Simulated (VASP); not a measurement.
# Al4Co3Ni (I4/mmm) in VASP: further runs

The runs below take Al4Co3Ni through single point, with PBE.

All numbers are computed with VASP 6.6.1; they aren't measurements. Logs are shortened: lines on timing, memory, paths and dates and some standing lists are left out, and cuts for length are marked.

**1. The cell of the first run**

The typed cell holds 8 atoms: a = 4.809 Å, b = 4.809 Å, c = 4.809 Å, α = 109.48°, β = 109.48°, γ = 109.45°.

**2. Single point, PBE, collinear spin, ferromagnetic start (10.70 Å³/atom)**

Contents of INCAR:

```
ALGO     = Fast           # electronic algorithm
EDIFF    = 1E-7           # SCF threshold, eV
ENCUT    = 520            # plane-wave cutoff, eV
GGA      = PE             # functional
ISIF     = 2              # what is computed and relaxed
ISMEAR   = 0              # smearing method
ISPIN    = 2              # spin polarisation
LASPH    = T              # aspherical terms in the spheres
LCHARG   = T              # write CHGCAR
LELF     = T              # ELF
LMAXMIX  = 4              # l up to which the mixer works
LORBIT   = 11             # projections on sites
LREAL    = F              # projectors in reciprocal space
LVHAR    = T            
LWAVE    = F              # write WAVECAR
MAGMOM   = 0 0 0 0 0.35 0.35 0.35 0.12 # initial moments
NBANDS   = 38             # bands
NELM     = 150            # most SCF steps
PREC     = Accurate       # precision mode
SIGMA    = 0.1            # smearing width, eV
```

Contents of KPOINTS:

```
k-points
0
Gamma
  10 10 10
```

Contents of POSCAR:

```
Al4Co3Ni
1.0
   -2.7763798410      2.7763798410      2.7775275086
    2.7763798410     -2.7763798410      2.7775275086
    2.7763798410      2.7763798410     -2.7775275086
Al Co Ni
4 3 1
Direct
    0.0000000000      0.5000000000      0.0000000000
    0.5000000000      0.0000000000      0.0000000000
    0.5000000000      0.5000000000      0.5000000000
    0.0000000000      0.0000000000      0.5000000000
    0.5000000000      0.0000000000      0.5000000000
    0.0000000000      0.5000000000      0.5000000000
    0.5000000000      0.5000000000      0.0000000000
    0.0000000000      0.0000000000      0.0000000000
```

Potentials or basis: VASP PAW PBE potentials, release 64 (Al, Co, Ni).

Started as:

```
> cat potpaw_PBE.64/Al/POTCAR potpaw_PBE.64/Co/POTCAR potpaw_PBE.64/Ni/POTCAR > POTCAR
> mpirun -np 1 vasp_std > vasp.out
```

OUTCAR:

```text
EDIFF = 1E-7
   ENCUT = 520
   GGA = PE
   ISIF = 2
   ISMEAR = 0
   ISPIN = 2
   LASPH = T
   LORBIT = 11
   LREAL = F
   NELM = 150
   PREC = Accurate

 ion  position               nearest neighbor table
   1  0.000  0.500  0.000-   5 2.40   6 2.40   7 2.40   8 2.40   6 2.40   8 2.40   7 2.40   5 2.40
                             4 2.78   3 2.78   3 2.78   4 2.78   2 2.78   2 2.78
   2  0.500  0.000  0.000-   5 2.40   6 2.40   7 2.40   8 2.40   5 2.40   7 2.40   8 2.40   6 2.40
                             3 2.78   3 2.78   4 2.78   4 2.78   1 2.78   1 2.78
   3  0.500  0.500  0.500-   5 2.40   6 2.40   7 2.40   8 2.40   7 2.40   5 2.40   6 2.40   8 2.40
                             2 2.78   1 2.78   1 2.78   2 2.78   4 2.78   4 2.78
   4  0.000  0.000  0.500-   5 2.40   6 2.40   7 2.40   8 2.40   8 2.40   6 2.40   5 2.40   7 2.40
                             1 2.78   1 2.78   2 2.78   2 2.78   3 2.78   3 2.78
   5  0.500  0.000  0.500-   1 2.40   2 2.40   3 2.40   4 2.40   2 2.40   3 2.40   4 2.40   1 2.40
                             7 2.78   7 2.78   8 2.78   8 2.78   6 2.78   6 2.78
   6  0.000  0.500  0.500-   1 2.40   2 2.40   3 2.40   4 2.40   1 2.40   4 2.40   3 2.40   2 2.40
                             8 2.78   7 2.78   7 2.78   8 2.78   5 2.78   5 2.78
   7  0.500  0.500  0.000-   1 2.40   2 2.40   3 2.40   4 2.40   3 2.40   2 2.40   1 2.40   4 2.40
                             5 2.78   5 2.78   6 2.78   6 2.78   8 2.78   8 2.78
   8  0.000  0.000  0.000-   1 2.40   2 2.40   3 2.40   4 2.40   4 2.40   1 2.40   2 2.40   3 2.40
                             6 2.78   5 2.78   5 2.78   6 2.78   7 2.78   7 2.78

  LATTYP: Found a body centered tetragonal cell.
 ALAT       =     5.5527596820
 C/A-ratio  =     1.0004133684

  Lattice vectors:

 A1 = (  -2.7763798410,   2.7763798410,   2.7775275086)
 A2 = (   2.7763798410,  -2.7763798410,   2.7775275086)
 A3 = (   2.7763798410,   2.7763798410,  -2.7775275086)

Analysis of symmetry for initial positions (statically):
=====================================================================
 Subroutine PRICEL returns:
 Original cell was already a primitive cell.

 Routine SETGRP: Setting up the symmetry group for a
 body centered tetragonal supercell.

 Subroutine GETGRP returns: Found 16 space group operations
 (whereof 16 operations were pure point group operations)
 out of a pool of 16 trial point group operations.

The static configuration has the point symmetry D_4h.

Analysis of symmetry for dynamics (positions and initial velocities):
=====================================================================
 Subroutine PRICEL returns:
 Original cell was already a primitive cell.

 Routine SETGRP: Setting up the symmetry group for a
 body centered tetragonal supercell.

 Subroutine GETGRP returns: Found 16 space group operations
 (whereof 16 operations were pure point group operations)
 out of a pool of 16 trial point group operations.

The dynamic configuration has the point symmetry D_4h.

Analysis of structural, dynamic, and magnetic symmetry:
=====================================================================
 Subroutine PRICEL returns:
 Original cell was already a primitive cell.

 Routine SETGRP: Setting up the symmetry group for a
 body centered tetragonal supercell.

 Subroutine GETGRP returns: Found 16 space group operations
 (whereof 16 operations were pure point group operations)
 out of a pool of 16 trial point group operations.

The overall configuration has the point symmetry D_4h.

 Subroutine INISYM returns: Found 16 space group operations
 (whereof 16 operations are pure point group operations),
 and found     1 'primitive' translations

----------------------------------------------------------------------------------------

                                     Primitive cell

  volume of cell :      85.6399

  direct lattice vectors                    reciprocal lattice vectors
    -2.776379841  2.776379841  2.777527509     0.000000000  0.180090632  0.180016219
     2.776379841 -2.776379841  2.777527509     0.180090632  0.000000000  0.180016219
     2.776379841  2.776379841 -2.777527509     0.180090632  0.180090632  0.000000000

  length of vectors
     4.809493643  4.809493643  4.809493643     0.254634002  0.254634002  0.254686614

  position of ions in fractional coordinates (direct lattice)
     0.000000000  0.500000000  0.000000000
     0.500000000  0.000000000  0.000000000
     0.500000000  0.500000000  0.500000000
     0.000000000  0.000000000  0.500000000
     0.500000000  0.000000000  0.500000000
     0.000000000  0.500000000  0.500000000
     0.500000000  0.500000000  0.000000000
     0.000000000  0.000000000  0.000000000

  ion indices of the primitive-cell ions
   primitive index   ion index
                 1           1
                 2           2
                 3           3
                 4           4
                 5           5
                 6           6
[... 27 lines left out ...]
 Found    102 irreducible k-points:

 Following reciprocal coordinates:
            Coordinates               Weight
  0.000000  0.000000  0.000000      1.000000
  0.100000  0.000000 -0.000000      8.000000
  0.200000  0.000000 -0.000000      8.000000
  0.300000 -0.000000  0.000000      8.000000
  0.400000  0.000000 -0.000000      8.000000
  0.500000  0.000000 -0.000000      4.000000
[... 16 lines left out ...]
  0.300000  0.300000  0.000000      8.000000
  0.400000  0.300000  0.000000     16.000000
 [... further k-points ...]
   k-points           NKPTS =    102   k-points in BZ     NKDIM =    102   number of bands    NBANDS=     38
   number of dos      NEDOS =    301   number of ions     NIONS =      8
   total plane-waves  NPLWV =  46656
   dimension x,y,z NGX =    36 NGY =   36 NGZ =   36
   dimension x,y,z NGXF=    72 NGYF=   72 NGZF=   72
   ions per type =               4   3   1
   NGX,Y,Z   is equivalent  to a cutoff of  12.44, 12.44, 12.44 a.u.
   NGXF,Y,Z  is equivalent  to a cutoff of  24.89, 24.89, 24.89 a.u.
 SYSTEM =  unknown system
   PREC   = accura    normal or accurate (medium, high low for compatibility)
   ISTART =      0    job   : 0-new  1-cont  2-samecut
   ICHARG =      2    charge: 1-file 2-atom 10-const
   ISPIN  =      2    spin polarized calculation?
   LNONCOLLINEAR =      F non collinear calculations
   LSORBIT =      F    spin-orbit coupling
   LASPH  =      T    aspherical Exc in radial PAW
   ENCUT  =  520.0 eV  38.22 Ry    6.18 a.u.   8.94  8.94  8.94*2*pi/ulx,y,z
   NELM   =    150;   NELMIN=  2; NELMDL= -5     # of ELM steps
   EDIFF  = 0.1E-06   stopping-criterion for ELM
   LREAL  =      F    real-space projection
   EDIFFG = 0.1E-05   stopping-criterion for IOM
   NSW    =      0    number of steps for IOM
   IBRION =     -1    ionic relax: 0-MD 1-quasi-New 2-CG
   NFREE  =      0    steps in history (QN), initial steepest desc. (CG)
   ISIF   =      2    stress and relaxation
   ISYM   =      2    0-nonsym 1-usesym 2-fastsym
   POTIM  = 0.5000    time-step for ionic-motion
   TEBEG  =    0.0;   TEEND  =   0.0 temperature during run
   PSTRESS=    0.0 pullay stress
   NELECT =      49.0000    total number of electrons
   NUPDOWN=      -1.0000    fix difference up-down
   EMIN   =  10.00;   EMAX   =-10.00  energy-range for DOS
   EFERMI =   0.00;   METHOD = LEGACY
   ISMEAR =     0;   SIGMA  =   0.10  broadening in eV -4-tet -1-fermi 0-gaus
   EFERMI_NEDOS =   21; number of points for ismear=-14 and -15
   IALGO  =     68    algorithm
   IMIX   =      4    mixing-type and parameters
     AMIX     =   0.40;   BMIX     =  1.00
     AMIX_MAG =   1.60;   BMIX_MAG =  1.00
  volume/ion in A,a.u.               =      10.70        72.24
  Fermi-wavevector in a.u.,A,eV,Ry     =   1.359090  2.568307 25.131662  1.847125
  Thomas-Fermi vector in A             =   2.485867
   LORBIT       =     11    0 simple, 1 ext, 2 COOP (PROOUT), +10 PAW based schemes
   GGA     = PE    functional components
   LHFCALC =     F    Hartree Fock is set to
   AEXX    =    0.0000 exact exchange contribution
   IVDW    =     0    specifies the selected vdW correction
   LEPSILON=     F    determine dielectric tensor
   LRPA    =     F    only Hartree local field effects (RPA)
 spin polarized calculation
 RMM-DIIS sequential band-by-band and
 Gauss-broadening in eV      SIGMA  =   0.10
  energy-cutoff  :      520.00
  volume of cell :       85.64
 maximum number of plane-waves:      2330
   NGX = 17   NGY = 17   NGZ = 17

 number of electron      49.0000028 magnetization       0.6190042

 Free energy of the ion-electron system (eV)
  ---------------------------------------------------
  ext. energy  EPLUGINS =         0.00000000
  ---------------------------------------------------
  free energy    TOTEN  =       -45.93799138 eV

  energy without entropy =      -45.91433478  energy(sigma->0) =      -45.92616308

 E-fermi :  11.6382     XC(G=0): -12.6355

 val. band max:       11.6374150740   @ k =  -0.3000   0.5000   0.2000
 cond. band min:      11.6382407985   @ k =  -0.3000  -0.4000   0.2000
 fundamental gap:      0.0008257246
 Fermi energy:        11.6381892808

 spin component 1

 k-point     1 :       0.0000    0.0000    0.0000
  band No.  band energies     occupation
      1      -0.0665      1.00000
      2       5.9319      1.00000
      3       5.9319      1.00000
      4       5.9340      1.00000
      5       7.9007      1.00000
      6       7.9016      1.00000
[... 925 lines left out ...]
     35      18.5698      0.00000
     36      18.7290      0.00000

 [... further k-points ...]

 spin component 2

 k-point     1 :       0.0000    0.0000    0.0000
  band No.  band energies     occupation
      1      -0.0733      1.00000
      2       5.9596      1.00000
      3       5.9596      1.00000
      4       5.9618      1.00000
      5       8.0071      1.00000
      6       8.0075      1.00000
[... 925 lines left out ...]
     35      18.5837      0.00000
     36      18.7500      0.00000

 [... further k-points ...]

 [bands above 36 left out]

------------------------ aborting loop because EDIFF is reached ----------------------------------------

  FORCE on cell =-STRESS in cart. coord.  units (eV):
  Direction    XX          YY          ZZ          XY          YZ          ZX
  --------------------------------------------------------------------------------------
  -------------------------------------------------------------------------------------
  Total       10.4636590     10.4636590     10.4463126      0.0000000      0.0000000      0.0000000
  in kB      195.7573317    195.7573317    195.4328092      0.0000000      0.0000000      0.0000000
  external PRESSURE =     195.6491575 kB  Pullay stress =       0.0000000 kB

 VOLUME and BASIS-vectors are now :
 -----------------------------------------------------------------------------
  energy-cutoff  :      520.00
  volume of cell :       85.64
      direct lattice vectors                 reciprocal lattice vectors
    -2.776379841  2.776379841  2.777527509     0.000000000  0.180090632  0.180016219
     2.776379841 -2.776379841  2.777527509     0.180090632  0.000000000  0.180016219
     2.776379841  2.776379841 -2.777527509     0.180090632  0.180090632  0.000000000

 POSITION                                       TOTAL-FORCE (eV/Angst)
 -----------------------------------------------------------------------------------
      1.38819     -1.38819      1.38876         0.000000     -0.000000      0.000000
     -1.38819      1.38819      1.38876         0.000000     -0.000000      0.000000
      1.38819      1.38819      1.38876         0.000000     -0.000000      0.000000
      1.38819      1.38819     -1.38876         0.000000     -0.000000     -0.000000
      0.00000      2.77638      0.00000        -0.000000      0.000000      0.000000
      2.77638      0.00000      0.00000        -0.000000      0.000000      0.000000
      0.00000      0.00000      2.77753        -0.000000     -0.000000     -0.000000
      0.00000      0.00000      0.00000         0.000000     -0.000000      0.000000
 -----------------------------------------------------------------------------------
    total drift:                                0.000000      0.000000     -0.000000

  FREE ENERGIE OF THE ION-ELECTRON SYSTEM (eV)
  ---------------------------------------------------
  free  energy   TOTEN  =       -45.9379913769 eV

  energy  without entropy=      -45.9143347798  energy(sigma->0) =      -45.92616308

 total charge

# of ion       s       p       d       tot
------------------------------------------
    1        0.403   0.466   0.000   0.870
    2        0.403   0.466   0.000   0.870
    3        0.403   0.466   0.000   0.870
    4        0.403   0.466   0.000   0.870
    5        0.469   0.573   7.573   8.615
    6        0.469   0.573   7.573   8.615
    7        0.469   0.573   7.573   8.615
    8        0.520   0.625   8.512   9.657
--------------------------------------------------
tot          3.542   4.208  31.232  38.981

 magnetization (x)

# of ion       s       p       d       tot
------------------------------------------
    1       -0.001  -0.001   0.000  -0.002
    2       -0.001  -0.001   0.000  -0.002
    3       -0.001  -0.001   0.000  -0.002
    4       -0.001  -0.001   0.000  -0.002
    5        0.004  -0.003   0.201   0.203
    6        0.004  -0.003   0.201   0.203
    7        0.004  -0.003   0.198   0.200
    8        0.002  -0.003   0.064   0.063
--------------------------------------------------
tot          0.010  -0.014   0.666   0.662
```

Wall time 32 min (1 thread of Oxide Virtual Turin-like, shared host); peak memory 0.56 GiB.

Results:

```
Free energy                                           : -45.9380 eV
Pressure                                              : 19.6 GPa
Net moment                                            : 0.62 μB per cell
Site moments                                          : Al -0.00; Co +0.20; Ni +0.06 μB
Valence electrons inside the program's atomic spheres : Al 0.87; Co 8.62; Ni 9.66
```

Caveat: the cell stands under pressure.

**3. Single point, PBE, collinear spin**

This run uses another cell than the first one, of 11.76 Å³/atom.

Contents of INCAR:

```
ALGO = Normal
EDIFF = 1E-7
ENCUT = 520
GGA = PE
ISIF = 2
ISMEAR = 0
ISPIN = 2
LASPH = True
LCHARG = False
LMAXMIX = 4
LORBIT = 11
LREAL = False
LWAVE = False
MAGMOM = 0 0 0 0 0 0 0.18 0
NBANDS = 38
NELM = 150
PREC = Accurate
SIGMA = 0.1
```

KPOINTS is that of step 2.

POSCAR, as its differences from that of step 2:

```diff
@@ -2,5 +2,5 @@
 1.0
-   -2.7763798410      2.7763798410      2.7775275086
-    2.7763798410     -2.7763798410      2.7775275086
-    2.7763798410      2.7763798410     -2.7775275086
+   -2.8650470053      2.8650470053      2.8662313251
+    2.8650470053     -2.8650470053      2.8662313251
+    2.8650470053      2.8650470053     -2.8662313251
 Al Co Ni
```

Potentials or basis: VASP PAW PBE potentials, release 64 (Al, Co, Ni).

Started as:

```
> cat potpaw_PBE.64/Al/POTCAR potpaw_PBE.64/Co/POTCAR potpaw_PBE.64/Ni/POTCAR > POTCAR
> mpirun -np 1 vasp_std > vasp.out
```

It took 50 min on 1 thread of Oxide Virtual Turin-like, shared host; peak memory 0.65 GiB.

Results (log left out):

| Quantity | Value |
| --- | --- |
| Free energy | -46.3925 eV |
| Pressure | -0.4 GPa |
| Net moment | 0.00 μB per cell |
| Valence electrons inside the program's atomic spheres | Al 0.81; Co 8.43; Ni 9.48 |

Levels at points of the mesh, in eV from the Fermi level:
Spin up:
```
           k point  band 21  band 22  band 23  band 24  band 25  band 26  band 27  band 28
(0.00, 0.00, 0.00)    -1.44    -0.94    -0.94    -0.94    -0.54    -0.54    -0.24     2.08
(0.50, 0.00, 0.00)    -1.25    -1.13    -0.77    -0.69    -0.13     0.24     1.40     1.59
(0.50, 0.50, 0.00)    -1.25    -1.13    -0.77    -0.69    -0.14     0.24     1.40     1.59
(0.50, 0.50, 0.50)    -0.85    -0.52    -0.52     0.01     0.02     0.17     2.27     2.27
```
Spin down:
```tsv
k point	band 21	band 22	band 23	band 24	band 25	band 26	band 27	band 28
(0.00, 0.00, 0.00)	-1.44	-0.94	-0.94	-0.94	-0.54	-0.54	-0.24	2.08
(0.50, 0.00, 0.00)	-1.25	-1.13	-0.77	-0.69	-0.13	0.24	1.40	1.59
(0.50, 0.50, 0.00)	-1.25	-1.13	-0.77	-0.69	-0.14	0.24	1.40	1.59
(0.50, 0.50, 0.50)	-0.85	-0.52	-0.52	0.01	0.02	0.17	2.27	2.27
```
